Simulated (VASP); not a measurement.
Set up this calculation in VASP 6.6.1, as the native input.

```yaml
Task: single point
Functional: PBE
Potentials_or_basis: VASP PAW PBE potentials, release 64 (K_sv, Hf_pv, O)
Cutoff: 520 eV
k_mesh: 6 × 6 × 2
Occupations: gaussian, width 0.1 eV
Spin: no spin polarisation
Dipole_correction: no
Further_INCAR_settings: ALGO = Normal; EDIFF = 1e-07; NBANDS = 34
```

The structure of KHf3O2 lies in POSCAR:

```
KHf3O2
1.0
    3.5065944800      0.0000000000      0.0000000000
    0.0000000000      3.5065944800      0.0000000000
    0.0000000000      0.0000000000     11.1036794500
K Hf O
1 3 2
Direct
    0.0000000000      0.0000000000      0.0000000000
    0.5000000000      0.5000000000      0.1787200000
    0.5000000000      0.5000000000      0.5000000000
    0.5000000000      0.5000000000      0.8212800000
    0.0000000000      0.0000000000      0.3334420000
    0.0000000000      0.0000000000      0.6665580000
```

The cell was built from a structure type or drawn by symmetry, and may not be a known phase.

The input as run:

INCAR

```
SYSTEM = KHf3O2
PREC = Accurate ; ENCUT = 520
EDIFF = 1E-7 ; ISMEAR = 0
SIGMA = 0.1 ; LREAL = .FALSE.
LASPH = .TRUE. ; NELM = 60
ALGO = Normal ; ISIF = 2
LWAVE = .FALSE. ; LCHARG = .FALSE.
GGA = PE ; NBANDS = 34
```

KPOINTS

```
regular mesh
0
G
  6 6 2
  0 0 0
```

Potentials or basis: VASP PAW PBE potentials, release 64 (K_sv, Hf_pv, O).

Run with:

```console
$ cat potpaw_PBE.64/K_sv/POTCAR potpaw_PBE.64/Hf_pv/POTCAR potpaw_PBE.64/O/POTCAR > POTCAR
$ mpirun -np 1 vasp_std > vasp.out
```

It gave:

```
Pressure               : -14.6 GPa
Largest force          : 2.747 eV/Å
Band gap on the k mesh : zero (an odd number of electrons rules out a gap without spin polarisation)
```

Caveat: the cell stands under tension; spin-orbit coupling is left out, which moves the levels of the heavy elements; an odd number of electrons without spin polarisation forces a metal; a magnetic or distorted state may lie lower.

It took 71 s on 1 thread of Intel(R) Xeon(R) 6975P-C (Granite Rapids) (shared host), peak memory 0.28 GiB.
